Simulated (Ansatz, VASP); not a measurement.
## CdS: VASP beside Ansatz

```xyz
2
Lattice="0.0000 2.6711 2.6711 2.6711 0.0000 2.6711 2.6711 2.6711 0.0000" Properties=species:S:1:pos:R:3 pbc="T T T"
Cd    0.0000    0.0000    0.0000
S     2.6711    2.6711    2.6711
```

Alike in both runs: task single point; functional r2SCAN; k mesh 6 × 6 × 6; no spin polarisation.

|  | VASP | Ansatz |
| --- | --- | --- |
| version | VASP 6.6.1 | Ansatz 0.2.0 |
| potentials or method | VASP PAW PBE potentials, release 64 (Cd, S) | plane waves, PAW |
| plane-wave cutoff (eV) | 520 | 500 |
| occupations | gaussian, width 0.01 eV | fixed |
| valence electrons in the cell | 18 | 26 |

Ansatz gave:

```
gap on the k mesh at the Fermi level (eV) : 0.74
pressure (GPa)                            : 5.9
```

**Question.** What did VASP give for the same quantities?

**Answer.** gap on the k mesh at the Fermi level (eV): 0.72; pressure (GPa): 6.5.

VASP's potentials were made for PBE, not for r2SCAN. VASP's potentials hold 18 valence electrons a cell and Ansatz's 26, so a difference there can come from the potentials and not from the codes.
